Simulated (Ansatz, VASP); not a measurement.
One calculation of Mo, two programs

Contents of INCAR:

```
SYSTEM = Mo
PREC = Accurate ; ENCUT = 520
EDIFF = 1E-6 ; ISMEAR = 0
SIGMA = 0.15 ; LREAL = .False.
LASPH = .True. ; NELM = 60
ALGO = Fast ; ISIF = 2
LWAVE = .False. ; LCHARG = .False.
GGA = PE ; NBANDS = 13
```

The input KPOINTS:

```
regular mesh
0
Gamma
  20 20 20
  0 0 0
```

The input POSCAR:

```
Mo
1.0
   -1.2562859799      1.7303561610      1.7540596701
    1.2562859799     -1.7303561610      1.7540596701
    1.2562859799      1.7303561610     -1.7540596701
Mo
1
Direct
    0.0000000000      0.0000000000      0.0000000000
```

Input for Ansatz:

```yaml
crystal:
  lattice:
    - [-1.2562859799, 1.730356161, 1.7540596701]
    - [1.2562859799, -1.730356161, 1.7540596701]
    - [1.2562859799, 1.730356161, -1.7540596701]
  atoms:
    - { symbol: Mo, position: [0.0, 0.0, 0.0] }
basis:
  ecutwfc: 420
kpoints:
  mp_grid: { grid: [20, 20, 20] }
hamiltonian:
  xc: pbe
  pseudopotentials: { kind: paw, azcp: { folder: soft_1 } }
scf:
  occupations: { method: gaussian, width: 0.15 }
output:
  forces: true
  stress: true
  eigenvalues: true
```

Change from the starting cell: strain +e along x and -e along y -0.1500, strain +e along z and -e/2 along x and y +0.1100.

Alike in both runs: task single point; functional PBE; k mesh 20 × 20 × 20; occupations gaussian, width 0.15 eV; no spin polarisation.

|  | VASP | Ansatz |
| --- | --- | --- |
| version | VASP 6.6.1 | Ansatz 0.2.0 |
| potentials or method | VASP PAW PBE potentials, release 64 (Mo_sv), cutoff 520 eV | scalar-relativistic, plane waves, PAW |
| valence electrons in the cell | 14 | 14 |

VASP gave:

```
gap on the k mesh at the Fermi level (eV)                     : none
pressure (GPa)                                                : 22.4
traceless stress, the component that is largest in VASP (GPa) : 24.59
```

Q: Estimate Ansatz's values.

A: gap on the k mesh at the Fermi level (eV): none; pressure (GPa): 21.8; traceless stress, the component that is largest in VASP (GPa): 24.35.

A gap of «none» marks a metal or a gap that the smearing closes.
